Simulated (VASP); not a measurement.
Crystal: BaTiO3.

```
Ba Ti O
1.0
     2.82737    1.63238    2.31839
    -2.82737    1.63238    2.31839
     0.00000   -3.26476    2.31839
Ba Ti O
1 1 3
Direct
  0.00000 0.00000 0.00000
  0.48450 0.48450 0.48450
  0.50860 0.50860 0.01750
  0.01750 0.50860 0.50860
  0.50860 0.01750 0.50860
```

Base run:

| Item | Value |
| --- | --- |
| Program | VASP 6.6.1 |
| Functional | PBEsol |
| Potentials or basis | VASP PAW PBE potentials, release 64 (Ba_sv, Ti_sv, O) |
| Cutoff | 520 eV |
| k mesh | 6 × 6 × 6 |
| Occupations | gaussian, width 0.01 eV |
| Spin | no spin polarisation |

Its results: band gap on the k mesh 2.34 eV, indirect (least direct gap 2.74 eV); pressure 0.6 GPa; largest force 0.142 eV/Å.

Problem. The run is repeated on the same cell with these changes: k mesh from 6 × 6 × 6 to 2 × 2 × 2. What comes out?

Solution. Band gap on the k mesh 2.23 eV, indirect (least direct gap 2.63 eV); pressure 2.3 GPa; largest force 2.065 eV/Å.

Caveats: some runs use coarse meshes; the PAW data sets were made with another functional, which shifts forces and pressure a little; spin-orbit coupling is left out, which moves the levels of the heavy elements.

A k mesh can miss the band edges.
